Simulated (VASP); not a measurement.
# InSb (F-43m) in VASP: notebook

Runs on InSb. Level: PBE. Tasks: single point, relaxation of cell and atoms.

Program: VASP 6.6.1. These are calculated values, not measurements. Logs are shortened: lines on timing, memory, paths and dates and some standing lists are left out, and cuts for length are marked.

## (1) The cell of the first run

The structure is cubic, space group F-43m (No. 216). The conventional cell has a = 6.629 Å, b = 6.629 Å, c = 6.629 Å, α = 90.00°, β = 90.00°, γ = 90.00°. Within 3.8 Å of In (site symmetry -43m) lie 4 Sb at 2.87 Å. Sb (site symmetry -43m) has 4 In at 2.87 Å within 3.8 Å.

## (2) Single point, PBE

INCAR

```
SYSTEM = InSb
PREC = Accurate ; ENCUT = 520
EDIFF = 1E-6 ; ISMEAR = 0
SIGMA = 0.1 ; LREAL = .False.
LASPH = .True. ; NELM = 60
ALGO = Normal ; ISIF = 2
LWAVE = .False. ; LCHARG = .False.
GGA = PE ; NBANDS = 16
```

KPOINTS

```
regular mesh
0
Gamma
  6 6 6
  0 0 0
```

POSCAR

```
InSb
1.0
    0.0000000000      3.3146684905      3.3146684905
    3.3146684905      0.0000000000      3.3146684905
    3.3146684905      3.3146684905      0.0000000000
In Sb
1 1
Direct
    0.0000000000      0.0000000000      0.0000000000
    0.2500000000      0.2500000000      0.2500000000
```

Potentials or basis: VASP PAW PBE potentials, release 64 (In_d, Sb).

Command:

```console
> cat potpaw_PBE.64/In_d/POTCAR potpaw_PBE.64/Sb/POTCAR > POTCAR
> mpirun -np 1 vasp_std > vasp.out
```

OUTCAR:

```text
SYSTEM = InSb
   PREC = Accurate
   ENCUT = 520
   EDIFF = 1E-6
   ISMEAR = 0
   LREAL = .False.
   LASPH = .True.
   NELM = 60
   ISIF = 2
   GGA = PE

 ion  position               nearest neighbor table
   1  0.000  0.000  0.000-   2 2.87   2 2.87   2 2.87   2 2.87
   2  0.250  0.250  0.250-   1 2.87   1 2.87   1 2.87   1 2.87

  LATTYP: Found a face centered cubic cell.
 ALAT       =     6.6293369810

  Lattice vectors:

 A1 = (   0.0000000000,   3.3146684905,   3.3146684905)
 A2 = (   3.3146684905,   0.0000000000,   3.3146684905)
 A3 = (   3.3146684905,   3.3146684905,   0.0000000000)

Analysis of symmetry for initial positions (statically):
=====================================================================
 Subroutine PRICEL returns:
 Original cell was already a primitive cell.

 Routine SETGRP: Setting up the symmetry group for a
 face centered cubic supercell.

 Subroutine GETGRP returns: Found 24 space group operations
 (whereof 24 operations were pure point group operations)
 out of a pool of 48 trial point group operations.

The static configuration has the point symmetry T_d .

Analysis of symmetry for dynamics (positions and initial velocities):
=====================================================================
 Subroutine PRICEL returns:
 Original cell was already a primitive cell.

 Routine SETGRP: Setting up the symmetry group for a
 face centered cubic supercell.

 Subroutine GETGRP returns: Found 24 space group operations
 (whereof 24 operations were pure point group operations)
 out of a pool of 48 trial point group operations.

The dynamic configuration has the point symmetry T_d .

 Subroutine INISYM returns: Found 24 space group operations
 (whereof 24 operations are pure point group operations),
 and found     1 'primitive' translations

----------------------------------------------------------------------------------------

                                     Primitive cell

  volume of cell :      72.8367

  direct lattice vectors                    reciprocal lattice vectors
     0.000000000  3.314668490  3.314668490    -0.150844647  0.150844647  0.150844647
     3.314668490  0.000000000  3.314668490     0.150844647 -0.150844647  0.150844647
     3.314668490  3.314668490  0.000000000     0.150844647  0.150844647 -0.150844647

  length of vectors
     4.687649134  4.687649134  4.687649134     0.261270594  0.261270594  0.261270594

  position of ions in fractional coordinates (direct lattice)
     0.000000000  0.000000000  0.000000000
     0.250000000  0.250000000  0.250000000

  ion indices of the primitive-cell ions
   primitive index   ion index
                 1           1
                 2           2

----------------------------------------------------------------------------------------

 KPOINTS: regular mesh

Automatic generation of k-mesh.
 Grid dimensions read from file:
 generate k-points for:    6    6    6

 Generating k-lattice:

  Cartesian coordinates                     Fractional coordinates (reciprocal lattice)
    -0.025140775  0.025140775  0.025140775     0.166666667  0.000000000  0.000000000
     0.025140775 -0.025140775  0.025140775     0.000000000  0.166666667  0.000000000
     0.025140775  0.025140775 -0.025140775     0.000000000  0.000000000  0.166666667

  Length of vectors
     0.043545099  0.043545099  0.043545099

  Shift w.r.t. Gamma in fractional coordinates (k-lattice)
     0.000000000  0.000000000  0.000000000

 Subroutine IBZKPT returns following result:
 ===========================================

 Found     16 irreducible k-points:

 Following reciprocal coordinates:
            Coordinates               Weight
  0.000000  0.000000  0.000000      1.000000
  0.166667  0.000000  0.000000      8.000000
  0.333333  0.000000  0.000000      8.000000
  0.500000  0.000000  0.000000      4.000000
  0.166667  0.166667  0.000000      6.000000
  0.333333  0.166667  0.000000     24.000000
[... 8 lines left out ...]
 -0.333333  0.333333  0.166667     24.000000
 -0.333333  0.500000  0.166667     12.000000
   k-points           NKPTS =     16   k-points in BZ     NKDIM =     16   number of bands    NBANDS=     16
   number of dos      NEDOS =    301   number of ions     NIONS =      2
   total plane-waves  NPLWV =  46656
   dimension x,y,z NGX =    36 NGY =   36 NGZ =   36
   dimension x,y,z NGXF=    72 NGYF=   72 NGZF=   72
   ions per type =               1   1
   NGX,Y,Z   is equivalent  to a cutoff of  12.77, 12.77, 12.77 a.u.
   NGXF,Y,Z  is equivalent  to a cutoff of  25.53, 25.53, 25.53 a.u.
 SYSTEM =  InSb
   PREC   = accura    normal or accurate (medium, high low for compatibility)
   ISTART =      0    job   : 0-new  1-cont  2-samecut
   ICHARG =      2    charge: 1-file 2-atom 10-const
   ISPIN  =      1    spin polarized calculation?
   LNONCOLLINEAR =      F non collinear calculations
   LSORBIT =      F    spin-orbit coupling
   LASPH  =      T    aspherical Exc in radial PAW
   ENCUT  =  520.0 eV  38.22 Ry    6.18 a.u.   8.72  8.72  8.72*2*pi/ulx,y,z
   NELM   =     60;   NELMIN=  2; NELMDL= -5     # of ELM steps
   EDIFF  = 0.1E-05   stopping-criterion for ELM
   LREAL  =      F    real-space projection
[... 7 lines left out ...]
   TEBEG  =    0.0;   TEEND  =   0.0 temperature during run
   PSTRESS=    0.0 pullay stress
   NELECT =      18.0000    total number of electrons
   NUPDOWN=      -1.0000    fix difference up-down
   EMIN   =  10.00;   EMAX   =-10.00  energy-range for DOS
   EFERMI =   0.00;   METHOD = LEGACY
   ISMEAR =     0;   SIGMA  =   0.10  broadening in eV -4-tet -1-fermi 0-gaus
   EFERMI_NEDOS =   21; number of points for ismear=-14 and -15
   IALGO  =     38    algorithm
   IMIX   =      4    mixing-type and parameters
     AMIX     =   0.40;   BMIX     =  1.00
     AMIX_MAG =   1.60;   BMIX_MAG =  1.00
  volume/ion in A,a.u.               =      36.42       245.76
  Fermi-wavevector in a.u.,A,eV,Ry     =   1.027343  1.941397 14.360053  1.055434
  Thomas-Fermi vector in A             =   2.161283
   LORBIT       =      0    0 simple, 1 ext, 2 COOP (PROOUT), +10 PAW based schemes
   GGA     = PE    functional components
   LHFCALC =     F    Hartree Fock is set to
   AEXX    =    0.0000 exact exchange contribution
   IVDW    =     0    specifies the selected vdW correction
   LEPSILON=     F    determine dielectric tensor
   LRPA    =     F    only Hartree local field effects (RPA)
 non-spin polarized calculation
 Gauss-broadening in eV      SIGMA  =   0.10
  energy-cutoff  :      520.00
  volume of cell :       72.84
 maximum number of plane-waves:      1980
   NGX = 17   NGY = 17   NGZ = 17

 number of electron      18.0000008 magnetization

 Free energy of the ion-electron system (eV)
  ---------------------------------------------------
  ext. energy  EPLUGINS =         0.00000000
  ---------------------------------------------------
  free energy    TOTEN  =        -6.93271952 eV

  energy without entropy =       -6.93200526  energy(sigma->0) =       -6.93236239

 E-fermi :   4.4429     XC(G=0):  -8.3893

 val. band max:        4.4124689450   @ k =   0.0000   0.0000   0.0000
 cond. band min:       4.8325185351   @ k =   0.5000   0.0000   0.0000
 fundamental gap:      0.4200495900
 Fermi energy:         4.4429275990

 k-point     1 :       0.0000    0.0000    0.0000
  band No.  band energies     occupation
      1     -10.0681      2.00000
      2     -10.0681      2.00000
      3     -10.0681      2.00000
      4     -10.0010      2.00000
      5     -10.0010      2.00000
      6      -5.8885      2.00000
[... 8 lines left out ...]
     15      12.5499      0.00000
     16      12.5499      0.00000

 k-point     2 :       0.1667    0.0000    0.0000
  band No.  band energies     occupation
      1     -10.0770      2.00000
      2     -10.0640      2.00000
      3     -10.0640      2.00000
      4     -10.0012      2.00000
      5     -10.0012      2.00000
      6      -5.6646      2.00000
[... 8 lines left out ...]
     15      11.6795      0.00000
     16      11.6795      0.00000

 k-point     3 :       0.3333    0.0000    0.0000
  band No.  band energies     occupation
      1     -10.0945      2.00000
      2     -10.0566      2.00000
      3     -10.0566      2.00000
      4     -10.0005      2.00000
      5     -10.0005      2.00000
      6      -5.0935      2.00000
[... 8 lines left out ...]
     15      12.0478      0.00000
     16      12.0478      0.00000

 k-point     4 :       0.5000    0.0000    0.0000
  band No.  band energies     occupation
      1     -10.1031      2.00000
      2     -10.0536      2.00000
      3     -10.0536      2.00000
      4      -9.9995      2.00000
      5      -9.9995      2.00000
      6      -4.6884      2.00000
[... 8 lines left out ...]
     15      13.4090      0.00000
     16      13.4090      0.00000

 k-point     5 :       0.1667    0.1667    0.0000
  band No.  band energies     occupation
      1     -10.0845      2.00000
      2     -10.0599      2.00000
      3     -10.0599      2.00000
      4     -10.0040      2.00000
      5      -9.9992      2.00000
      6      -5.5884      2.00000
[... 8 lines left out ...]
     15      11.6499      0.00000
     16      12.8253      0.00000

 k-point     6 :       0.3333    0.1667    0.0000
  band No.  band energies     occupation
      1     -10.0992      2.00000
      2     -10.0534      2.00000
      3     -10.0520      2.00000
      4     -10.0057      2.00000
      5      -9.9979      2.00000
      6      -5.1201      2.00000
[... 8 lines left out ...]
     15      12.6148      0.00000
     16      12.9494      0.00000
[... 115 lines left out ...]
 k-point    13 :       0.5000    0.5000    0.0000
  band No.  band energies     occupation
      1     -10.1292      2.00000
      2     -10.0344      2.00000
      3     -10.0344      2.00000
      4     -10.0151      2.00000
      5      -9.9937      2.00000
      6      -4.1592      2.00000
[... 8 lines left out ...]
     15      14.4691      0.00000
     16      14.4705      0.00000

 k-point    14 :       0.5000    0.3333    0.1667
  band No.  band energies     occupation
      1     -10.1107      2.00000
      2     -10.0486      2.00000
      3     -10.0441      2.00000
      4     -10.0071      2.00000
      5      -9.9978      2.00000
      6      -4.6305      2.00000
[... 8 lines left out ...]
     15      13.0046      0.00000
     16      14.3687      0.00000

 k-point    15 :      -0.3333    0.3333    0.1667
  band No.  band energies     occupation
      1     -10.1147      2.00000
      2     -10.0479      2.00000
      3     -10.0405      2.00000
      4     -10.0059      2.00000
      5      -9.9992      2.00000
      6      -4.2998      2.00000
[... 8 lines left out ...]
     15      13.7753      0.00000
     16      14.1827      0.00000

 k-point    16 :      -0.3333    0.5000    0.1667
  band No.  band energies     occupation
      1     -10.1217      2.00000
      2     -10.0429      2.00000
      3     -10.0358      2.00000
      4     -10.0101      2.00000
      5      -9.9970      2.00000
      6      -4.1389      2.00000
[... 8 lines left out ...]
     15      13.8574      0.00000
     16      14.6044      0.00000

------------------------ aborting loop because EDIFF is reached ----------------------------------------

  FORCE on cell =-STRESS in cart. coord.  units (eV):
  Direction    XX          YY          ZZ          XY          YZ          ZX
  --------------------------------------------------------------------------------------
  -------------------------------------------------------------------------------------
  Total        0.0569796      0.0569796      0.0569796     -0.0000000      0.0000000     -0.0000000
  in kB        1.2533704      1.2533704      1.2533704     -0.0000000      0.0000000     -0.0000000
  external PRESSURE =       1.2533704 kB  Pullay stress =       0.0000000 kB

 VOLUME and BASIS-vectors are now :
 -----------------------------------------------------------------------------
  energy-cutoff  :      520.00
  volume of cell :       72.84
      direct lattice vectors                 reciprocal lattice vectors
     0.000000000  3.314668490  3.314668490    -0.150844647  0.150844647  0.150844647
     3.314668490  0.000000000  3.314668490     0.150844647 -0.150844647  0.150844647
     3.314668490  3.314668490  0.000000000     0.150844647  0.150844647 -0.150844647

 POSITION                                       TOTAL-FORCE (eV/Angst)
 -----------------------------------------------------------------------------------
      0.00000      0.00000      0.00000        -0.000000      0.000000     -0.000000
      1.65733      1.65733      1.65733         0.000000     -0.000000      0.000000
 -----------------------------------------------------------------------------------
    total drift:                               -0.000000     -0.000000     -0.000000

  FREE ENERGIE OF THE ION-ELECTRON SYSTEM (eV)
  ---------------------------------------------------
  free  energy   TOTEN  =        -6.9327195214 eV

  energy  without entropy=       -6.9320052630  energy(sigma->0) =       -6.93236239
```

Run time: 30 s. Hardware: 1 thread of AMD EPYC 7R43 (Zen 3), shared host; peak memory 0.17 GiB.

What came out:

| Item | Value |
| --- | --- |
| Free energy | -6.9327 eV |
| Pressure | 0.1 GPa |
| Band gap on the k mesh | zero (filled and empty bands touch) |

Caveat: spin-orbit coupling is left out, which moves the levels of the heavy elements.

## (3) Relaxation of cell and atoms, PBE

This run uses another cell than the first one, of 25.19 Å³/atom, 0.692 times its volume.

INCAR

```
SYSTEM = InSb
PREC = Accurate
ENCUT = 600
EDIFF = 1E-7
ISMEAR = 0
SIGMA = 0.1
LREAL = .FALSE.
LASPH = .TRUE.
NELM = 100
ALGO = Normal
ISIF = 3
LWAVE = .FALSE.
LCHARG = .FALSE.
GGA = PE
IBRION = 2
NSW = 80
EDIFFG = -0.05
```

KPOINTS

```
Automatic mesh
0
G
  6 6 6
  0 0 0
```

POSCAR

```
InSb
1.0
    0.0000000000      2.9312821204      2.9312821204
    2.9312821204      0.0000000000      2.9312821204
    2.9312821204      2.9312821204      0.0000000000
In Sb
1 1
Direct
    0.0000000000      0.0000000000      0.0000000000
    0.2500000000      0.2500000000      0.2500000000
```

Potentials or basis: VASP PAW PBE potentials, release 64 (In_d, Sb).

Command:

```console
> cat potpaw_PBE.64/In_d/POTCAR potpaw_PBE.64/Sb/POTCAR > POTCAR
> mpirun -np 1 vasp_std > vasp.out
```

Wall time 87 s (1 thread of AMD EPYC 7R43 (Zen 3), shared host); peak memory 0.18 GiB.

It converged, with:

| Item | Value |
| --- | --- |
| Free energy | -6.9295 eV |
| Relaxed volume | 36.57 Å³/atom |
| Relaxed cell | a = 4.694 Å, b = 4.694 Å, c = 4.694 Å, α = 60.00°, β = 60.00°, γ = 60.00° |
| Space group after relaxing (to 0.05 Å) | F-43m (No. 216) |
| Energy gained by relaxing | 824.5 meV/atom |
| Ionic steps | 3 |
| Pressure after relaxing | 0.0 GPa |
| Band gap on the k mesh | zero (filled and empty bands touch) |

The path:
| step | energy change (eV) | largest force (eV/Å) | pressure (GPa) | volume (Å³) |
| --- | --- | --- | --- | --- |
| 1 | 0.0000 | 0.0000 | 33.23 | 50.37 |
| 2 | -1.0786 | 0.0000 | -5.26 | 98.87 |
| 3 | -1.6491 | 0.0000 | -0.01 | 73.15 |

Final structure:
```
CELL_PARAMETERS angstrom
0.00000 3.31941 3.31941
3.31941 0.00000 3.31941
3.31941 3.31941 0.00000
ATOMIC_POSITIONS crystal
In 0.00000 0.00000 0.00000
Sb 0.25000 0.25000 0.25000
```

Levels at points of the mesh, in eV from the Fermi level:
```csv
k point,band 5,band 6,band 7,band 8,band 9,band 10,band 11,band 12,band 13
"(0.00, 0.00, 0.00)",-14.44,-10.31,-0.63,-0.03,-0.03,-0.03,2.93,2.93,2.93
"(0.50, 0.00, 0.00)",-14.44,-9.12,-5.33,-0.93,-0.93,0.38,3.76,3.76,6.09
"(0.50, 0.50, 0.00)",-14.43,-8.59,-5.65,-2.06,-2.06,1.33,1.44,7.69,7.69
```

Caveat: the volume moved by over 15 % at a fixed basis, so the end points are rough; spin-orbit coupling is left out, which moves the levels of the heavy elements.
